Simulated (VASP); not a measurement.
# CoO (R-3m) in VASP: further runs, part 2 of 2

VASP 6.6.1. The steps go on from the part before.

## 3. Single point, LDA, collinear spin, ferromagnetic start

This run uses another cell than the first one, of 9.00 Å³/atom, 0.940 times its volume.

File INCAR:

```
SYSTEM = CoO
PREC = Accurate
ENCUT = 520
EDIFF = 1E-6
ISMEAR = -1
SIGMA = 0.05
LREAL = .FALSE.
LASPH = .TRUE.
NELM = 150
ALGO = Normal
ISIF = 2
LWAVE = .FALSE.
LCHARG = .TRUE.
ISPIN = 2
MAGMOM = 2 0
LORBIT = 11
LMAXMIX = 4
LELF = .TRUE.
LVHAR = .TRUE.
NBANDS = 18
```

File KPOINTS:

```
Automatic mesh
0
G
  11 11 11
  0 0 0
```

File POSCAR:

```
CoO
1.0
    1.4747370529      0.8514398345      2.3901185036
   -1.4747370529      0.8514398345      2.3901185036
    0.0000000000     -1.7028796690      2.3901185036
Co O
1 1
Direct
    0.0000000000      0.0000000000      0.0000000000
    0.5000000000      0.5000000000      0.5000000000
```

Potentials or basis: VASP PAW LDA potentials, release 64 (Co, O).

Launch:

```
$ cat potpaw_LDA.64/Co/POTCAR potpaw_LDA.64/O/POTCAR > POTCAR
$ mpirun -np 1 vasp_std > vasp.out
```

OUTCAR:

```text
SYSTEM = CoO
   PREC = Accurate
   ENCUT = 520
   EDIFF = 1E-6
   ISMEAR = -1
   LREAL = .FALSE.
   LASPH = .TRUE.
   NELM = 150
   ISIF = 2
   ISPIN = 2
   LORBIT = 11

 ion  position               nearest neighbor table
   1  0.000  0.000  0.000-   2 2.08   2 2.08   2 2.08   2 2.08   2 2.08   2 2.08
   2  0.500  0.500  0.500-   1 2.08   1 2.08   1 2.08   1 2.08   1 2.08   1 2.08

  LATTYP: Found a trigonal (rhomboedric) cell.
 ALAT       =     2.9347002621
 COS(alpha) =     0.4949531367

  Lattice vectors:

 A1 = (   1.4747370529,   0.8514398345,   2.3901185036)
 A2 = (  -1.4747370529,   0.8514398345,   2.3901185036)
 A3 = (   0.0000000000,  -1.7028796690,   2.3901185036)

Analysis of symmetry for initial positions (statically):
=====================================================================
 Subroutine PRICEL returns:
 Original cell was already a primitive cell.

 Routine SETGRP: Setting up the symmetry group for a
 trigonal (rhombohedral) supercell.

 Subroutine GETGRP returns: Found 12 space group operations
 (whereof 12 operations were pure point group operations)
 out of a pool of 12 trial point group operations.

The static configuration has the point symmetry D_3d.

Analysis of symmetry for dynamics (positions and initial velocities):
=====================================================================
 Subroutine PRICEL returns:
 Original cell was already a primitive cell.

 Routine SETGRP: Setting up the symmetry group for a
 trigonal (rhombohedral) supercell.

 Subroutine GETGRP returns: Found 12 space group operations
 (whereof 12 operations were pure point group operations)
 out of a pool of 12 trial point group operations.

The dynamic configuration has the point symmetry D_3d.

Analysis of structural, dynamic, and magnetic symmetry:
=====================================================================
 Subroutine PRICEL returns:
 Original cell was already a primitive cell.

 Routine SETGRP: Setting up the symmetry group for a
 trigonal (rhombohedral) supercell.

[... 140 lines left out ...]
   NGX = 11   NGY = 11   NGZ = 11

 number of electron      14.9999999 magnetization       2.2980760

 Free energy of the ion-electron system (eV)
  ---------------------------------------------------
  ext. energy  EPLUGINS =         0.00000000
  ---------------------------------------------------
  free energy    TOTEN  =       -14.80009101 eV

  energy without entropy =      -14.76723198  energy(sigma->0) =      -14.78366150

 E-fermi :   8.6669     XC(G=0): -13.2953

 val. band max:        8.6656118360   @ k =  -0.4545   0.3636   0.3636
 cond. band min:       8.6669586700   @ k =  -0.0909   0.3636   0.0909
 fundamental gap:      0.0013468339
 Fermi energy:         8.6669003238

 spin component 1

 k-point     1 :       0.0000    0.0000    0.0000
  band No.  band energies     occupation
      1     -12.1131      1.00000
      2       4.9960      1.00000
      3       4.9960      1.00000
      4       5.0470      1.00000
      5       5.7998      1.00000
      6       5.7998      1.00000
[... 493 lines left out ...]
     17      37.3421      0.00000
     18      39.1221      0.00000

 [... further k-points ...]

 spin component 2

 k-point     1 :       0.0000    0.0000    0.0000
  band No.  band energies     occupation
      1     -11.7569      1.00000
      2       5.3907      1.00000
      3       5.3907      1.00000
      4       5.4449      1.00000
      5       7.3682      1.00000
      6       7.3682      1.00000
[... 493 lines left out ...]
     17      37.8195      0.00000
     18      39.6329      0.00000

 [... further k-points ...]
[... 5 lines left out ...]
  --------------------------------------------------------------------------------------
  -------------------------------------------------------------------------------------
  Total       -1.4272357     -1.4272357     -1.4660063      0.0000000      0.0000000      0.0000000
  in kB     -126.9892734   -126.9892734   -130.4389187      0.0000000      0.0000000      0.0000000
  external PRESSURE =    -128.1391551 kB  Pullay stress =       0.0000000 kB

 VOLUME and BASIS-vectors are now :
 -----------------------------------------------------------------------------
  energy-cutoff  :      520.00
  volume of cell :       18.01
      direct lattice vectors                 reciprocal lattice vectors
     1.474737053  0.851439835  2.390118504     0.339043492  0.195746851  0.139463099
    -1.474737053  0.851439835  2.390118504    -0.339043492  0.195746851  0.139463099
     0.000000000 -1.702879669  2.390118504     0.000000000 -0.391493703  0.139463099

 POSITION                                       TOTAL-FORCE (eV/Angst)
 -----------------------------------------------------------------------------------
      0.00000      0.00000      0.00000         0.000000     -0.000000     -0.000000
      0.00000      0.00000      3.58518        -0.000000      0.000000      0.000000
 -----------------------------------------------------------------------------------
    total drift:                               -0.000000      0.000000     -0.000000

  FREE ENERGIE OF THE ION-ELECTRON SYSTEM (eV)
  ---------------------------------------------------
  free  energy   TOTEN  =       -14.8000910104 eV

  energy  without entropy=      -14.7672319803  energy(sigma->0) =      -14.78366150

 total charge

# of ion       s       p       d       tot
------------------------------------------
    1        0.314   0.402   7.272   7.988
    2        1.548   3.399   0.000   4.948
--------------------------------------------------
tot          1.862   3.802   7.272  12.936

 magnetization (x)

# of ion       s       p       d       tot
------------------------------------------
    1        0.019   0.017   2.015   2.052
    2        0.028   0.173   0.000   0.202
--------------------------------------------------
tot          0.048   0.191   2.015   2.254
```

OSZICAR:

```text
N       E                     dE             d eps       ncg     rms          rms(c)
DAV:   1     0.746268504746E+02    0.74627E+02   -0.65579E+03 11016   0.982E+02
DAV:   2    -0.124895242598E+02   -0.87116E+02   -0.75343E+02 11070   0.224E+02
DAV:   3    -0.170706471161E+02   -0.45811E+01   -0.44211E+01 12306   0.544E+01
DAV:   4    -0.171175010260E+02   -0.46854E-01   -0.46806E-01 12854   0.520E+00
DAV:   5    -0.171185271295E+02   -0.10261E-02   -0.10259E-02 12892   0.771E-01    0.160E+01
DAV:   6    -0.161347693195E+02    0.98376E+00   -0.13869E+01 13406   0.581E+01    0.183E+01
DAV:   7    -0.149014507504E+02    0.12333E+01   -0.61670E+00 13022   0.452E+01    0.716E+00
DAV:   8    -0.148070668012E+02    0.94384E-01   -0.33581E-01 14702   0.811E+00    0.358E+00
DAV:   9    -0.148058447370E+02    0.12221E-02   -0.40878E-02 16482   0.267E+00    0.991E-01
DAV:  10    -0.148002674750E+02    0.55773E-02   -0.13197E-02 14024   0.202E+00    0.274E-01
DAV:  11    -0.148001046744E+02    0.16280E-03   -0.18235E-03 14720   0.599E-01    0.731E-02
DAV:  12    -0.148000967727E+02    0.79017E-05   -0.14801E-04 12976   0.108E-01    0.345E-02
DAV:  13    -0.148000911930E+02    0.55796E-05   -0.94113E-06 14220   0.373E-02    0.113E-02
DAV:  14    -0.148000910104E+02    0.18268E-06   -0.14802E-06  7824   0.229E-02
   1 F= -.14800091E+02 E0= -.14783661E+02  d E =-.328590E-01  mag=     2.2987
```

stdout:

```text
POSCAR found type information on POSCAR CoO
 POSCAR found :  2 types and       2 ions
 scaLAPACK will be used
 LDA part: xc-table for (Slater(with rela. corr.)+CA(PZ))
 , standard interpolation
 POSCAR, INCAR and KPOINTS ok, starting setup
 FFT: planning ... GRIDC
 FFT: planning ... GRID_SOFT
 FFT: planning ... GRID
 WAVECAR not read
 entering main loop
```

Wall time 31 s (1 thread of Intel Xeon 6975P-C (Granite Rapids), shared host); peak memory 0.19 GiB.

Results:

| Quantity | Value |
| --- | --- |
| Free energy | -14.8001 eV |
| Pressure | -12.8 GPa |
| Net moment | 2.30 μB per cell |
| Site moments | Co +2.05; O +0.20 μB |
| Valence electrons inside the program's atomic spheres | Co 7.99; O 4.95 |

Caveat: a cell with one magnetic atom can't hold antiferromagnetic order, which such compounds often take; semilocal functionals often make such compounds metallic where correlation or magnetic order opens a gap, which also shifts bond lengths. With open d or f shells a metallic result of LDA can be an artefact of self-interaction; +U or a hybrid may open a gap.
